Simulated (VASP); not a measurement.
Input of a VASP 6.6.1 run:

INCAR

```
ALGO = Normal
EDIFF = 1E-7
ENCUT = 520
GGA = PE
ISIF = 2
ISMEAR = 0
LASPH = T
LCHARG = T
LELF = T
LREAL = F
LVHAR = T
LWAVE = F
NBANDS = 24
NELM = 100
PREC = Accurate
SIGMA = 0.1
```

KPOINTS

```
k-points
0
Gamma
  6 6 6
```

The input POSCAR:

```
Ta
1.0
    0.0000000000      3.1908546500      3.1908546500
    3.1908546500      0.0000000000      3.1908546500
    3.1908546500      3.1908546500      0.0000000000
Ta
3
Direct
    0.2500000000      0.2500000000      0.2500000000
    0.7500000000      0.7500000000      0.7500000000
    0.5000000000      0.5000000000      0.5000000000
```

Potentials or basis: VASP PAW PBE potentials, release 64 (Ta_pv).

The run is started by

```sh
$ cat potpaw_PBE.64/Ta_pv/POTCAR > POTCAR
$ mpirun -np 1 vasp_std > vasp.out
```

(1) Predict the band gap on the k mesh.

(2) Estimate the pressure.

## Answers

(1) zero (an odd number of electrons rules out a gap without spin polarisation).

(2) -1.3 GPa.

Caveat: spin-orbit coupling is left out, which moves the levels of the heavy elements.
